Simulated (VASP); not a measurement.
# Re: single point with PBE

Crystal: Re.

```
Re
1.0
    -1.36892    1.36892    1.36892
     1.36892   -1.36892    1.36892
     1.36892    1.36892   -1.36892
Re
1
Direct
  0.00000 0.00000 0.00000
```

This isn't the form of Re at room conditions, which is hcp.

```yaml
Program: VASP 6.6.1
Task: single point
Functional: PBE
Potentials_or_basis: VASP PAW PBE potentials, release 64 (Re)
Cutoff: 520 eV
k_mesh: 17 × 17 × 17
Occupations: fermi-dirac, width 0.1 eV
Spin: no spin polarisation
Dipole_correction: no
Further_INCAR_settings: ALGO = Normal; EDIFF = 1e-07; NBANDS = 10
```

```yaml
Pressure: 322.7 GPa
Band_gap_on_the_k_mesh: zero (an odd number of electrons rules out a gap without spin polarisation)
```

Levels at points of the mesh, in eV from the Fermi level:
| k point | band 1 | band 2 | band 3 | band 4 | band 5 | band 6 | band 7 |
| --- | --- | --- | --- | --- | --- | --- | --- |
| (0.00, 0.00, 0.00) | -13.44 | -4.31 | -4.31 | -4.31 | 1.00 | 1.00 | 16.03 |

Wall time 12 s on 1 thread of Intel(R) Xeon(R) Platinum 8559C (Emerald Rapids) (shared host), peak memory 0.13 GiB.

Caveat: the cell stands under pressure; spin-orbit coupling is left out, which moves the levels of the heavy elements.
